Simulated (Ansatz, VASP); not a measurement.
**One calculation of MgS, two programs**

The input POSCAR:

```
MgS
1.0
    3.6109100000      0.0000000000      0.0000000000
   -1.8054500000      3.1271400000      0.0000000000
    0.0000000000      0.0000000000      3.3052600000
Mg S
1 1
Direct
    0.0000000000      0.0000000000      0.5000000000
    0.6666700000      0.3333300000      0.0000000000
```

The input INCAR.step1:

```
PREC = Accurate
ENCUT = 520
EDIFF = 1E-5
ISMEAR = -1
SIGMA = 0.05
LREAL = F
LASPH = T
NELM = 100
ALGO = Normal
ISIF = 2
LWAVE = T
NBANDS = 11
GGA = PE
```

The input INCAR.step2:

```
PREC = Accurate
ENCUT = 520
EDIFF = 1E-6
ISMEAR = -1
SIGMA = 0.05
LREAL = F
LASPH = T
NELM = 100
ALGO = Normal
ISIF = 2
LWAVE = F
LCHARG = T
GGA = PE
LHFCALC = T
AEXX = 0.25
HFSCREEN = 0.3
PRECFOCK = Normal
LELF = T
LVHAR = T
NBANDS = 11
ISTART = 1
```

KPOINTS

```
regular mesh
0
Gamma
  5 5 4
```

File input:

```
crystal:
  lattice:
    - [3.61091, 0.0, 0.0]
    - [-1.80545, 3.12714, 0.0]
    - [0.0, 0.0, 3.30526]
  atoms:
    - { symbol: Mg, position: [0.0, 0.0, 0.5] }
    - { symbol: S, position: [0.66667, 0.33333, 0.0] }
hamiltonian:
  xc: { exchange: pbe, correlation: pbe, exx: { coeff: 0.25, omega: 0.3 } }
  pseudopotentials: { kind: paw }
kpoints:
  mp_grid: { grid: [5, 5, 4] }
  band_path:
    path:
      - [[0.0, 0.0, 0.0], [0.5, 0.0, 0.0], [0.3333333333, 0.3333333333, 0.0], [0.0, 0.0, 0.0], [0.0, 0.0, 0.5], [0.5, 0.0, 0.5], [0.3333333333, 0.3333333333, 0.5], [0.0, 0.0, 0.5]]
      - [[0.5, 0.0, 0.5], [0.5, 0.0, 0.0]]
      - [[0.3333333333, 0.3333333333, 0.0], [0.3333333333, 0.3333333333, 0.5]]
    npoints: 4
scf:
  occupations: { method: fermi_dirac, width: 0.05 }
  n_extra_bands: 6
output:
  forces: true
  stress: true
  eigenvalues: true
  fatbands: false
  write_density: true
  write_potential: true
  elf: true
  volumetric_format: npy
```

Alike in both runs: functional PBE-based screened hybrid; k mesh 5 × 5 × 4; occupations fermi-dirac, width 0.05 eV; no spin polarisation.

|  | VASP | Ansatz |
| --- | --- | --- |
| version | VASP 6.6.1 | Ansatz 0.2.0 |
| potentials or method | VASP PAW PBE potentials, release 64 (Mg, S) | Ansatz PAW |
| plane-wave cutoff (eV) | 520 | 420 |
| valence electrons in the cell | 8 | 16 |
| task | single point | band structure |

|  | VASP | Ansatz | Ansatz less VASP |
| --- | --- | --- | --- |
| gap on the k mesh at the Fermi level (eV) | 2.23 | 2.27 | +0.034 |
| pressure (GPa) | -1.4 | -1.1 | +0.29 |
| traceless stress, the component that is largest in VASP (GPa) | 0.07 | 0.11 | +0.048 |

VASP's potentials were made for PBE, not for PBE-based screened hybrid. With one functional, cell and mesh, what is left measures potentials, basis and numerics. VASP's potentials hold 8 valence electrons a cell and Ansatz's 16, so a difference there can come from the potentials and not from the codes.

The k mesh is coarse, so the values compare programs but aren't converged.
